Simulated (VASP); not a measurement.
# Ca (I4/mmm) in VASP: a series of runs, part 3 of 3

VASP 6.6.1. Earlier steps stand in the parts before.

## (5) Single point, PBE (strain +0.040 along x and y, +0.000 along z)

Input file INCAR:

```
SYSTEM = Ca
  PREC = Accurate
  ENCUT = 520
  EDIFF = 1E-6
  ISMEAR = 0
  SIGMA = 0.15
  LREAL = .FALSE.
  LASPH = .TRUE.
  NELM = 100
  ALGO = Fast
  ISIF = 2
  LWAVE = .FALSE.
  LCHARG = .TRUE.
  GGA = PE
  LELF = .TRUE.
  LVHAR = .TRUE.
  NBANDS = 11
```

Input file KPOINTS:

```
regular mesh
0
G
  14 14 14
  0 0 0
```

Input file POSCAR:

```
Ca
1.0
    0.0000000000      2.9059680000      2.7942000000
    2.9059680000      0.0000000000      2.7942000000
    2.9059680000      2.9059680000      0.0000000000
Ca
1
Direct
    0.0000000000      0.0000000000      0.0000000000
```

Potentials or basis: VASP PAW PBE potentials, release 64 (Ca_sv).

The run is started by

```console
cat potpaw_PBE.64/Ca_sv/POTCAR > POTCAR
mpirun -np 1 vasp_std > vasp.out
```

OUTCAR:

```text
SYSTEM = Ca
   PREC = Accurate
   ENCUT = 520
   EDIFF = 1E-6
   ISMEAR = 0
   LREAL = .FALSE.
   LASPH = .TRUE.
   NELM = 100
   ISIF = 2
   GGA = PE

 ion  position               nearest neighbor table
   1  0.000  0.000  0.000-

  LATTYP: Found a body centered tetragonal cell.
 ALAT       =     4.1096593574
 C/A-ratio  =     1.3598207331

  Lattice vectors:

 A1 = (   0.0000000000,  -2.9059680000,  -2.7942000000)
 A2 = (   0.0000000000,   2.9059680000,  -2.7942000000)
 A3 = (   2.9059680000,   0.0000000000,   2.7942000000)

Analysis of symmetry for initial positions (statically):
=====================================================================
 Subroutine PRICEL returns:
 Original cell was already a primitive cell.

 Routine SETGRP: Setting up the symmetry group for a
 body centered tetragonal supercell.

 Subroutine GETGRP returns: Found 16 space group operations
 (whereof 16 operations were pure point group operations)
 out of a pool of 16 trial point group operations.

The static configuration has the point symmetry D_4h.

Analysis of symmetry for dynamics (positions and initial velocities):
=====================================================================
 Subroutine PRICEL returns:
 Original cell was already a primitive cell.

 Routine SETGRP: Setting up the symmetry group for a
 body centered tetragonal supercell.

 Subroutine GETGRP returns: Found 16 space group operations
 (whereof 16 operations were pure point group operations)
 out of a pool of 16 trial point group operations.

The dynamic configuration has the point symmetry D_4h.

 Subroutine INISYM returns: Found 16 space group operations
 (whereof 16 operations are pure point group operations),
 and found     1 'primitive' translations

----------------------------------------------------------------------------------------

                                     Primitive cell

  volume of cell :      47.1921

  direct lattice vectors                    reciprocal lattice vectors
     0.000000000  2.905968000  2.794200000    -0.172059706  0.172059706  0.178942094
     2.905968000  0.000000000  2.794200000     0.172059706 -0.172059706  0.178942094
     2.905968000  2.905968000  0.000000000     0.172059706  0.172059706 -0.178942094

  length of vectors
     4.031402195  4.031402195  4.109659357     0.302041981  0.302041981  0.302041981

  position of ions in fractional coordinates (direct lattice)
     0.000000000  0.000000000  0.000000000

  ion indices of the primitive-cell ions
   primitive index   ion index
                 1           1

----------------------------------------------------------------------------------------

 KPOINTS: regular mesh

Automatic generation of k-mesh.
 Grid dimensions read from file:
 generate k-points for:   14   14   14

 Generating k-lattice:

  Cartesian coordinates                     Fractional coordinates (reciprocal lattice)
    -0.012289979  0.012289979  0.012781578     0.071428571  0.000000000  0.000000000
     0.012289979 -0.012289979  0.012781578     0.000000000  0.071428571  0.000000000
     0.012289979  0.012289979 -0.012781578     0.000000000  0.000000000  0.071428571

  Length of vectors
     0.021574427  0.021574427  0.021574427

  Shift w.r.t. Gamma in fractional coordinates (k-lattice)
     0.000000000  0.000000000  0.000000000

 Subroutine IBZKPT returns following result:
 ===========================================

 Found    244 irreducible k-points:

 Following reciprocal coordinates:
            Coordinates               Weight
  0.000000  0.000000  0.000000      1.000000
  0.071429  0.000000  0.000000      8.000000
  0.142857  0.000000  0.000000      8.000000
  0.214286  0.000000  0.000000      8.000000
  0.285714  0.000000  0.000000      8.000000
  0.357143  0.000000  0.000000      8.000000
[... 16 lines left out ...]
  0.214286  0.142857  0.000000      8.000000
  0.285714  0.142857  0.000000      8.000000
 [... further k-points ...]
   k-points           NKPTS =    244   k-points in BZ     NKDIM =    244   number of bands    NBANDS=     11
   number of dos      NEDOS =    301   number of ions     NIONS =      1
   total plane-waves  NPLWV =  28800
   dimension x,y,z NGX =    30 NGY =   30 NGZ =   32
   dimension x,y,z NGXF=    60 NGYF=   60 NGZF=   64
   ions per type =               1
   NGX,Y,Z   is equivalent  to a cutoff of  12.37, 12.37, 12.94 a.u.
   NGXF,Y,Z  is equivalent  to a cutoff of  24.74, 24.74, 25.89 a.u.
 SYSTEM =  Ca
   PREC   = accura    normal or accurate (medium, high low for compatibility)
   ISTART =      0    job   : 0-new  1-cont  2-samecut
   ICHARG =      2    charge: 1-file 2-atom 10-const
   ISPIN  =      1    spin polarized calculation?
   LNONCOLLINEAR =      F non collinear calculations
   LSORBIT =      F    spin-orbit coupling
   LASPH  =      T    aspherical Exc in radial PAW
   ENCUT  =  520.0 eV  38.22 Ry    6.18 a.u.   7.50  7.50  7.64*2*pi/ulx,y,z
   NELM   =    100;   NELMIN=  2; NELMDL= -5     # of ELM steps
   EDIFF  = 0.1E-05   stopping-criterion for ELM
   LREAL  =      F    real-space projection
   EDIFFG = 0.1E-04   stopping-criterion for IOM
   NSW    =      0    number of steps for IOM
   IBRION =     -1    ionic relax: 0-MD 1-quasi-New 2-CG
   NFREE  =      0    steps in history (QN), initial steepest desc. (CG)
   ISIF   =      2    stress and relaxation
   ISYM   =      2    0-nonsym 1-usesym 2-fastsym
   POTIM  = 0.5000    time-step for ionic-motion
   TEBEG  =    0.0;   TEEND  =   0.0 temperature during run
   PSTRESS=    0.0 pullay stress
   NELECT =      10.0000    total number of electrons
   NUPDOWN=      -1.0000    fix difference up-down
   EMIN   =  10.00;   EMAX   =-10.00  energy-range for DOS
   EFERMI =   0.00;   METHOD = LEGACY
   ISMEAR =     0;   SIGMA  =   0.15  broadening in eV -4-tet -1-fermi 0-gaus
   EFERMI_NEDOS =   21; number of points for ismear=-14 and -15
   IALGO  =     68    algorithm
   IMIX   =      4    mixing-type and parameters
     AMIX     =   0.40;   BMIX     =  1.00
     AMIX_MAG =   1.60;   BMIX_MAG =  1.00
  volume/ion in A,a.u.               =      47.19       318.47
  Fermi-wavevector in a.u.,A,eV,Ry     =   0.976004  1.844381 12.960701  0.952585
  Thomas-Fermi vector in A             =   2.106589
   LORBIT       =      0    0 simple, 1 ext, 2 COOP (PROOUT), +10 PAW based schemes
   GGA     = PE    functional components
   LHFCALC =     F    Hartree Fock is set to
   AEXX    =    0.0000 exact exchange contribution
   IVDW    =     0    specifies the selected vdW correction
   LEPSILON=     F    determine dielectric tensor
   LRPA    =     F    only Hartree local field effects (RPA)
 non-spin polarized calculation
 RMM-DIIS sequential band-by-band and
 Gauss-broadening in eV      SIGMA  =   0.15
  energy-cutoff  :      520.00
  volume of cell :       47.19
 maximum number of plane-waves:      1292
 NGX is ok and might be reduce to    30
   NGX = 15   NGY = 15   NGZ = 15

 number of electron      10.0000000 magnetization

 Free energy of the ion-electron system (eV)
  ---------------------------------------------------
  ext. energy  EPLUGINS =         0.00000000
  ---------------------------------------------------
  free energy    TOTEN  =        -1.91031641 eV

  energy without entropy =       -1.89543047  energy(sigma->0) =       -1.90287344

 E-fermi :   1.5376     XC(G=0):  -7.3983

 val. band max:        1.5351942564   @ k =  -0.2143   0.4286   0.3571
 cond. band min:       1.5522554889   @ k =  -0.3571   0.3571   0.1429
 fundamental gap:      0.0170612324
 Fermi energy:         1.5376230138

 k-point     1 :       0.0000    0.0000    0.0000
  band No.  band energies     occupation
      1     -40.7431      2.00000
      2     -21.6706      2.00000
      3     -21.6706      2.00000
      4     -21.6689      2.00000
      5      -2.2876      2.00000
      6       3.6723      0.00000
      7       3.6723      0.00000
      8       3.8259      0.00000
      9       4.5536      0.00000
     10       4.7440      0.00000
     11      10.1953      0.00000
[... 309 lines left out ...]
 k-point    24 :       0.2857    0.1429    0.0000
  band No.  band energies     occupation
      1     -40.7381      2.00000
      2     -21.7162      2.00000
      3     -21.6852      2.00000
      4     -21.6815      2.00000
      5      -1.1295      2.00000
      6       2.8619      0.00000
      7       3.7818      0.00000
      8       3.9074      0.00000
      9       4.3675      0.00000
     10       4.8800      0.00000
     11       8.4407      0.00000

 [... further k-points ...]

------------------------ aborting loop because EDIFF is reached ----------------------------------------

  FORCE on cell =-STRESS in cart. coord.  units (eV):
  Direction    XX          YY          ZZ          XY          YZ          ZX
  --------------------------------------------------------------------------------------
  -------------------------------------------------------------------------------------
  Total       -0.4966552     -0.4966552     -0.4317998      0.0000000      0.0000000      0.0000000
  in kB      -16.8615083    -16.8615083    -14.6596591      0.0000000      0.0000000      0.0000000
  external PRESSURE =     -16.1275586 kB  Pullay stress =       0.0000000 kB

 VOLUME and BASIS-vectors are now :
 -----------------------------------------------------------------------------
  energy-cutoff  :      520.00
  volume of cell :       47.19
      direct lattice vectors                 reciprocal lattice vectors
     0.000000000  2.905968000  2.794200000    -0.172059706  0.172059706  0.178942094
     2.905968000  0.000000000  2.794200000     0.172059706 -0.172059706  0.178942094
     2.905968000  2.905968000  0.000000000     0.172059706  0.172059706 -0.178942094

 POSITION                                       TOTAL-FORCE (eV/Angst)
 -----------------------------------------------------------------------------------
      0.00000      0.00000      0.00000         0.000000      0.000000      0.000000
 -----------------------------------------------------------------------------------
    total drift:                                0.000000      0.000000      0.000000

  FREE ENERGIE OF THE ION-ELECTRON SYSTEM (eV)
  ---------------------------------------------------
  free  energy   TOTEN  =        -1.9103164098 eV

  energy  without entropy=       -1.8954304708  energy(sigma->0) =       -1.90287344
```

OSZICAR:

```text
N       E                     dE             d eps       ncg     rms          rms(c)
DAV:   1     0.651921361534E+02    0.65192E+02   -0.49085E+03  5368   0.809E+02
DAV:   2    -0.410784461888E+00   -0.65603E+02   -0.65059E+02  5926   0.205E+02
DAV:   3    -0.183898810412E+01   -0.14282E+01   -0.14084E+01  7909   0.297E+01
DAV:   4    -0.191185345982E+01   -0.72865E-01   -0.72647E-01  7112   0.519E+00
DAV:   5    -0.191328954135E+01   -0.14361E-02   -0.14358E-02  7578   0.651E-01    0.227E+00
RMM:   6    -0.191046632328E+01    0.28232E-02   -0.83642E-03  5803   0.104E+00    0.141E+00
RMM:   7    -0.191045783093E+01    0.84923E-05   -0.20921E-02  6431   0.184E+00    0.112E-01
RMM:   8    -0.191019181876E+01    0.26601E-03   -0.48384E-03  6353   0.821E-01    0.284E-02
RMM:   9    -0.191028126192E+01   -0.89443E-04   -0.11880E-03  7679   0.386E-01    0.254E-02
RMM:  10    -0.191030960557E+01   -0.28344E-04   -0.21707E-04  8216   0.143E-01    0.109E-02
RMM:  11    -0.191031551178E+01   -0.59062E-05   -0.58076E-05  8327   0.568E-02    0.131E-02
RMM:  12    -0.191031837132E+01   -0.28595E-05   -0.80717E-06  7660   0.293E-02    0.132E-02
RMM:  13    -0.191031615053E+01    0.22208E-05   -0.48693E-06  6456   0.156E-02    0.896E-04
RMM:  14    -0.191031640984E+01   -0.25931E-06   -0.12369E-06  5013   0.721E-03
   1 F= -.19103164E+01 E0= -.19028734E+01  d E =-.148859E-01
```

Wall time 58 s (1 thread of Intel Xeon 6975P-C (Granite Rapids), shared host); peak memory 0.26 GiB.

What came out:

* Free energy: -1.9103 eV
* Pressure: -1.6 GPa
* Band gap on the k mesh: zero (band 5 reaches 1.77 eV, above the bottom of band 6 at 1.31 eV)

Stress tensor (GPa, compression positive):
```
-1.69  0.00  0.00
 0.00 -1.69  0.00
 0.00  0.00 -1.47
```

Caveat: the cell differs from its parent crystal (strain +0.040 along x and y, +0.000 along z).

## (6) Single point, PBE (strain +0.080 along x and y, -0.040 along z)

Input file INCAR:

```
SYSTEM = Ca
PREC = Accurate
ENCUT = 520
EDIFF = 1E-7
ISMEAR = 0
SIGMA = 0.15
LREAL = .FALSE.
LASPH = .TRUE.
NELM = 100
ALGO = Normal
ISIF = 2
LWAVE = .FALSE.
LCHARG = .TRUE.
GGA = PE
LELF = .TRUE.
LVHAR = .TRUE.
NBANDS = 11
```

KPOINTS is that of step 5.

Input file POSCAR:

```
Ca
1.0
    0.0000000000      3.0177360000      2.6824320000
    3.0177360000      0.0000000000      2.6824320000
    3.0177360000      3.0177360000      0.0000000000
Ca
1
Direct
    0.0000000000      0.0000000000      0.0000000000
```

Potentials or basis: VASP PAW PBE potentials, release 64 (Ca_sv).

The run is started by

```console
cat potpaw_PBE.64/Ca_sv/POTCAR > POTCAR
mpirun -np 1 vasp_std > vasp.out
```

Wall time 46 s (1 thread of Intel Xeon 6975P-C (Granite Rapids), shared host); peak memory 0.27 GiB.

The run converged. Its results:

```yaml
Free_energy: -1.8870 eV
Pressure: -2.0 GPa
Band_gap_on_the_k_mesh: zero (band 5 reaches 1.68 eV, above the bottom of band 6 at 1.19 eV)
```

Stress tensor (GPa, compression positive):
```
-2.09  0.00  0.00
 0.00 -2.09  0.00
 0.00  0.00 -1.75
```

Levels at points of the mesh, in eV from the Fermi level:
| k point | band 3 | band 4 | band 5 | band 6 | band 7 | band 8 |
| --- | --- | --- | --- | --- | --- | --- |
| (0.00, 0.00, 0.00) | -23.30 | -23.30 | -3.77 | 2.02 | 2.02 | 2.44 |
| (0.50, 0.00, 0.00) | -23.32 | -23.30 | -0.93 | -0.23 | 1.76 | 2.33 |
| (0.50, 0.50, 0.00) | -23.34 | -23.34 | -0.10 | 0.48 | 1.48 | 3.58 |
| (0.50, 0.00, 0.50) | -23.33 | -23.32 | -0.48 | 0.42 | 0.75 | 3.48 |

Caveat: the cell differs from its parent crystal (strain +0.080 along x and y, -0.040 along z).

## (7) Overview

| cell | gap on the mesh (eV) | pressure (GPa) |
| --- | --- | --- |
| a = 3.955, b = 3.955, c = 4.110 Å, angles 58.7, 58.7, 62.6°, 1 atom | none | -1.1 |
| a = 3.964, b = 3.964, c = 4.268 Å, angles 57.4, 57.4, 65.1°, 1 atom | none | -1.5 |
| a = 4.113, b = 4.113, c = 3.952 Å, angles 61.3, 61.3, 57.4°, 1 atom | none | -1.6 |
| a = 4.031, b = 4.031, c = 4.110 Å, angles 59.4, 59.4, 61.3°, 1 atom | none | -1.6 |
| a = 4.038, b = 4.038, c = 4.268 Å, angles 58.1, 58.1, 63.8°, 1 atom | none | -2.0 |

Alike in all rows: task single point; level PBE; potentials or basis VASP PAW PBE potentials, release 64 (Ca_sv); no spin polarisation; k mesh 14 × 14 × 14; cutoff (eV) 520; smearing gaussian 0.15 eV.

Total energies depend on the potentials used, so only differences within one code and one set of settings carry meaning.
